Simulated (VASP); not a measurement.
# TePt3W (Pm-3m) in VASP: notebook, part 2 of 2

VASP 6.6.1.

## 3. Relaxation of cell and atoms, PBE

This run uses another cell than the first one, of 18.10 Å³/atom, 0.784 times its volume.

File INCAR:

```
SYSTEM = TePt3W
  ALGO = Normal
  EDIFF = 1E-7
  EDIFFG = -0.04
  ENCUT = 600
  GGA = PE
  IBRION = 2
  ISIF = 3
  ISMEAR = 0
  LASPH = .True.
  LCHARG = .False.
  LREAL = .False.
  LWAVE = .False.
  NELM = 100
  NSW = 90
  PREC = Accurate
  SIGMA = 0.1
```

File KPOINTS:

```
k-points
0
Gamma
  4 4 4
  0 0 0
```

File POSCAR:

```
TePt3W
1.0
    4.4900257200      0.0000000000      0.0000000000
    0.0000000000      4.4900257200      0.0000000000
    0.0000000000      0.0000000000      4.4900257200
Te Pt W
1 3 1
Direct
    0.0000000000      0.0000000000      0.0000000000
    0.0000000000      0.5000000000      0.5000000000
    0.5000000000      0.0000000000      0.5000000000
    0.5000000000      0.5000000000      0.0000000000
    0.5000000000      0.5000000000      0.5000000000
```

Potentials or basis: VASP PAW PBE potentials, release 64 (Te, Pt, W_sv).

Run with:

```
> cat potpaw_PBE.64/Te/POTCAR potpaw_PBE.64/Pt/POTCAR potpaw_PBE.64/W_sv/POTCAR > POTCAR
> mpirun -np 1 vasp_std > vasp.out
```

OUTCAR:

```text
SYSTEM = TePt3W
   EDIFF = 1E-7
   EDIFFG = -0.04
   ENCUT = 600
   GGA = PE
   IBRION = 2
   ISIF = 3
   ISMEAR = 0
   LASPH = .True.
   LREAL = .False.
   NELM = 100
   NSW = 90
   PREC = Accurate

 ion  position               nearest neighbor table
   1  0.000  0.000  0.000-   2 3.17   3 3.17   4 3.17   2 3.17   3 3.17   2 3.17   4 3.17   2 3.17
                             3 3.17   4 3.17   3 3.17   4 3.17
   2  0.000  0.500  0.500-   5 2.25   5 2.25   4 3.17   1 3.17   1 3.17   4 3.17   1 3.17   3 3.17
                             1 3.17   3 3.17   4 3.17   3 3.17   4 3.17   3 3.17
   3  0.500  0.000  0.500-   5 2.25   5 2.25   4 3.17   1 3.17   1 3.17   4 3.17   2 3.17   4 3.17
                             2 3.17   4 3.17   1 3.17   2 3.17   1 3.17   2 3.17
   4  0.500  0.500  0.000-   5 2.25   5 2.25   3 3.17   1 3.17   2 3.17   3 3.17   2 3.17   1 3.17
                             3 3.17   3 3.17   1 3.17   2 3.17   2 3.17   1 3.17
   5  0.500  0.500  0.500-   2 2.25   3 2.25   4 2.25   4 2.25   3 2.25   2 2.25

  LATTYP: Found a simple cubic cell.
 ALAT       =     4.4900257200

  Lattice vectors:

 A1 = (   4.4900257200,   0.0000000000,   0.0000000000)
 A2 = (   0.0000000000,   4.4900257200,   0.0000000000)
 A3 = (   0.0000000000,   0.0000000000,   4.4900257200)

Analysis of symmetry for initial positions (statically):
=====================================================================
 Subroutine PRICEL returns:
 Original cell was already a primitive cell.

 Routine SETGRP: Setting up the symmetry group for a
 simple cubic supercell.

 Subroutine GETGRP returns: Found 48 space group operations
 (whereof 48 operations were pure point group operations)
 out of a pool of 48 trial point group operations.

The static configuration has the point symmetry O_h .

Analysis of symmetry for dynamics (positions and initial velocities):
=====================================================================
 Subroutine PRICEL returns:
 Original cell was already a primitive cell.

 Routine SETGRP: Setting up the symmetry group for a
 simple cubic supercell.

 Subroutine GETGRP returns: Found 48 space group operations
 (whereof 48 operations were pure point group operations)
 out of a pool of 48 trial point group operations.

The dynamic configuration has the point symmetry O_h .

 Subroutine INISYM returns: Found 48 space group operations
 (whereof 48 operations are pure point group operations),
 and found     1 'primitive' translations

----------------------------------------------------------------------------------------

                                     Primitive cell

  volume of cell :      90.5204

  direct lattice vectors                    reciprocal lattice vectors
     4.490025720  0.000000000  0.000000000     0.222715873  0.000000000  0.000000000
     0.000000000  4.490025720  0.000000000     0.000000000  0.222715873  0.000000000
     0.000000000  0.000000000  4.490025720     0.000000000  0.000000000  0.222715873

  length of vectors
     4.490025720  4.490025720  4.490025720     0.222715873  0.222715873  0.222715873

  position of ions in fractional coordinates (direct lattice)
     0.000000000  0.000000000  0.000000000
     0.000000000  0.500000000  0.500000000
     0.500000000  0.000000000  0.500000000
     0.500000000  0.500000000  0.000000000
     0.500000000  0.500000000  0.500000000

  ion indices of the primitive-cell ions
   primitive index   ion index
                 1           1
                 2           2
                 3           3
                 4           4
                 5           5

----------------------------------------------------------------------------------------

 KPOINTS: k-points

Automatic generation of k-mesh.
 Grid dimensions read from file:
 generate k-points for:    4    4    4

 Generating k-lattice:

  Cartesian coordinates                     Fractional coordinates (reciprocal lattice)
     0.055678968  0.000000000  0.000000000     0.250000000  0.000000000  0.000000000
     0.000000000  0.055678968  0.000000000     0.000000000  0.250000000  0.000000000
     0.000000000  0.000000000  0.055678968     0.000000000  0.000000000  0.250000000

  Length of vectors
     0.055678968  0.055678968  0.055678968

  Shift w.r.t. Gamma in fractional coordinates (k-lattice)
     0.000000000  0.000000000  0.000000000

 Subroutine IBZKPT returns following result:
 ===========================================

 Found     10 irreducible k-points:

 Following reciprocal coordinates:
            Coordinates               Weight
  0.000000  0.000000  0.000000      1.000000
  0.250000  0.000000  0.000000      6.000000
  0.500000  0.000000  0.000000      3.000000
  0.250000  0.250000  0.000000     12.000000
  0.500000  0.250000  0.000000     12.000000
  0.500000  0.500000  0.000000      3.000000
  0.250000  0.250000  0.250000      8.000000
  0.500000  0.250000  0.250000     12.000000
  0.500000  0.500000  0.250000      6.000000
  0.500000  0.500000  0.500000      1.000000
   k-points           NKPTS =     10   k-points in BZ     NKDIM =     10   number of bands    NBANDS=     30
   number of dos      NEDOS =    301   number of ions     NIONS =      5
   total plane-waves  NPLWV =  46656
   dimension x,y,z NGX =    36 NGY =   36 NGZ =   36
   dimension x,y,z NGXF=    72 NGYF=   72 NGZF=   72
   ions per type =               1   3   1
   NGX,Y,Z   is equivalent  to a cutoff of  13.33, 13.33, 13.33 a.u.
   NGXF,Y,Z  is equivalent  to a cutoff of  26.66, 26.66, 26.66 a.u.
 SYSTEM =  TePt3W
   PREC   = accura    normal or accurate (medium, high low for compatibility)
   ISTART =      0    job   : 0-new  1-cont  2-samecut
   ICHARG =      2    charge: 1-file 2-atom 10-const
   ISPIN  =      1    spin polarized calculation?
   LNONCOLLINEAR =      F non collinear calculations
   LSORBIT =      F    spin-orbit coupling
   LASPH  =      T    aspherical Exc in radial PAW
   ENCUT  =  600.0 eV  44.10 Ry    6.64 a.u.   8.97  8.97  8.97*2*pi/ulx,y,z
   NELM   =    100;   NELMIN=  2; NELMDL= -5     # of ELM steps
   EDIFF  = 0.1E-06   stopping-criterion for ELM
   LREAL  =      F    real-space projection
   EDIFFG = -.4E-01   stopping-criterion for IOM
   NSW    =     90    number of steps for IOM
   IBRION =      2    ionic relax: 0-MD 1-quasi-New 2-CG
   NFREE  =      1    steps in history (QN), initial steepest desc. (CG)
   ISIF   =      3    stress and relaxation
   ISYM   =      2    0-nonsym 1-usesym 2-fastsym
   POTIM  = 0.5000    time-step for ionic-motion
   TEBEG  =    0.0;   TEEND  =   0.0 temperature during run
   PSTRESS=    0.0 pullay stress
   NELECT =      50.0000    total number of electrons
   NUPDOWN=      -1.0000    fix difference up-down
   EMIN   =  10.00;   EMAX   =-10.00  energy-range for DOS
   EFERMI =   0.00;   METHOD = LEGACY
   ISMEAR =     0;   SIGMA  =   0.10  broadening in eV -4-tet -1-fermi 0-gaus
   EFERMI_NEDOS =   21; number of points for ismear=-14 and -15
   IALGO  =     38    algorithm
   IMIX   =      4    mixing-type and parameters
     AMIX     =   0.40;   BMIX     =  1.00
     AMIX_MAG =   1.60;   BMIX_MAG =  1.00
  volume/ion in A,a.u.               =      18.10       122.17
  Fermi-wavevector in a.u.,A,eV,Ry     =   1.343227  2.538331 24.548422  1.804258
  Thomas-Fermi vector in A             =   2.471318
   LORBIT       =      0    0 simple, 1 ext, 2 COOP (PROOUT), +10 PAW based schemes
   GGA     = PE    functional components
   LHFCALC =     F    Hartree Fock is set to
   AEXX    =    0.0000 exact exchange contribution
   IVDW    =     0    specifies the selected vdW correction
   LEPSILON=     F    determine dielectric tensor
   LRPA    =     F    only Hartree local field effects (RPA)
 conjugate gradient relaxation of ions
 non-spin polarized calculation
 Gauss-broadening in eV      SIGMA  =   0.10
  energy-cutoff  :      600.00
  volume of cell :       90.52
 maximum number of plane-waves:      3050
 NGX is ok and might be reduce to    36
   NGX = 17   NGY = 17   NGZ = 17

--------------------------------------- Ionic step        1  -------------------------------------------

 number of electron      50.0000008 magnetization

 Free energy of the ion-electron system (eV)
  ---------------------------------------------------
  ext. energy  EPLUGINS =         0.00000000
  ---------------------------------------------------
  free energy    TOTEN  =       -25.77235496 eV

  energy without entropy =      -25.75648740  energy(sigma->0) =      -25.76442118

 E-fermi :  10.3737     XC(G=0): -12.2398

 val. band max:       10.3157578516   @ k =   0.5000   0.2500   0.0000
 cond. band min:      10.3898840542   @ k =   0.5000   0.5000   0.5000
 fundamental gap:      0.0741262026
 Fermi energy:        10.3737167661

 k-point     1 :       0.0000    0.0000    0.0000
  band No.  band energies     occupation
      1     -63.8205      2.00000
      2     -28.3232      2.00000
      3     -28.3232      2.00000
      4     -28.3232      2.00000
      5      -2.3696      2.00000
      6       2.1609      2.00000
[... 809 lines left out ...]
  energy  without entropy=      -29.1245324989  energy(sigma->0) =      -29.13426159

--------------------------------------- Ionic step        5  -------------------------------------------

 number of electron      49.9999992 magnetization

 Free energy of the ion-electron system (eV)
  ---------------------------------------------------
  ext. energy  EPLUGINS =         0.00000000
  ---------------------------------------------------
  free energy    TOTEN  =       -29.15523784 eV

  energy without entropy =      -29.13717124  energy(sigma->0) =      -29.14620454

 E-fermi :   6.7563     XC(G=0): -10.9390

 val. band max:        6.6865526723   @ k =   0.5000   0.2500   0.0000
 cond. band min:       6.8065517437   @ k =   0.5000   0.0000   0.0000
 fundamental gap:      0.1199990714
 Fermi energy:         6.7563141010

 k-point     1 :       0.0000    0.0000    0.0000
  band No.  band energies     occupation
      1     -67.7190      2.00000
      2     -31.9849      2.00000
      3     -31.9849      2.00000
      4     -31.9849      2.00000
      5      -4.6411      2.00000
      6      -0.4988      2.00000
[... 351 lines left out ...]
  FREE ENERGIE OF THE ION-ELECTRON SYSTEM (eV)
  ---------------------------------------------------
  free  energy   TOTEN  =       -29.1552378351 eV

  energy  without entropy=      -29.1371712362  energy(sigma->0) =      -29.14620454

 reached required accuracy - stopping structural energy minimisation
```

CONTCAR:

```text
TePt3W
   1.00000000000000
     4.8745776346966059   -0.0000000000000000   -0.0000000000000000
     0.0000000000000000    4.8745776346966059    0.0000000000000000
    -0.0000000000000000   -0.0000000000000000    4.8745776346966059
  Te              Pt              W
     1     3     1
Direct
     0.0000000000000000    0.0000000000000000    0.0000000000000000
     0.0000000000000000    0.5000000000000000    0.5000000000000000
     0.5000000000000000    0.0000000000000000    0.5000000000000000
     0.5000000000000000    0.5000000000000000    0.0000000000000000
     0.5000000000000000    0.5000000000000000    0.5000000000000000

  0.00000000E+00  0.00000000E+00  0.00000000E+00
  0.00000000E+00  0.00000000E+00  0.00000000E+00
  0.00000000E+00  0.00000000E+00  0.00000000E+00
  0.00000000E+00  0.00000000E+00  0.00000000E+00
  0.00000000E+00  0.00000000E+00  0.00000000E+00
```

It took 2.9 min on 1 thread of AMD EPYC 7R43 (Zen 3), shared host; peak memory 0.2 GiB.

Results:

```
Free energy                            : -29.1552 eV
Relaxed volume                         : 23.17 Å³/atom
Relaxed cell                           : a = 4.875 Å, b = 4.875 Å, c = 4.875 Å, α = 90.00°, β = 90.00°, γ = 90.00°
Space group after relaxing (to 0.05 Å) : Pm-3m (No. 221)
Energy gained by relaxing              : 676.6 meV/atom
Ionic steps                            : 5
Pressure after relaxing                : 0.1 GPa
```

The path:
| step | energy change (eV) | largest force (eV/Å) | pressure (GPa) | volume (Å³) |
| --- | --- | --- | --- | --- |
| 1 | 0.0000 | 0.0000 | 54.61 | 90.52 |
| 2 | 3.8456 | 0.0000 | -16.13 | 197.82 |
| 3 | -3.2909 | 0.0000 | -5.02 | 121.50 |
| 4 | -3.3716 | 0.0000 | -1.87 | 117.79 |
| 5 | -3.3829 | 0.0000 | 0.07 | 115.83 |

Final structure:
```yaml
crystal:
  lattice:
    - [4.87458, 0.00000, 0.00000]
    - [0.00000, 4.87458, 0.00000]
    - [0.00000, 0.00000, 4.87458]
  atoms:
    - { symbol: Te, position: [0.00000, 0.00000, 0.00000] }
    - { symbol: Pt, position: [0.00000, 0.50000, 0.50000] }
    - { symbol: Pt, position: [0.50000, 0.00000, 0.50000] }
    - { symbol: Pt, position: [0.50000, 0.50000, 0.00000] }
    - { symbol: W, position: [0.50000, 0.50000, 0.50000] }
```

Caveat: the volume moved by over 15 % at a fixed basis, so the end points are rough; the bands computed are all filled at some k points, so no gap is given; spin-orbit coupling is left out, which moves the levels of the heavy elements.
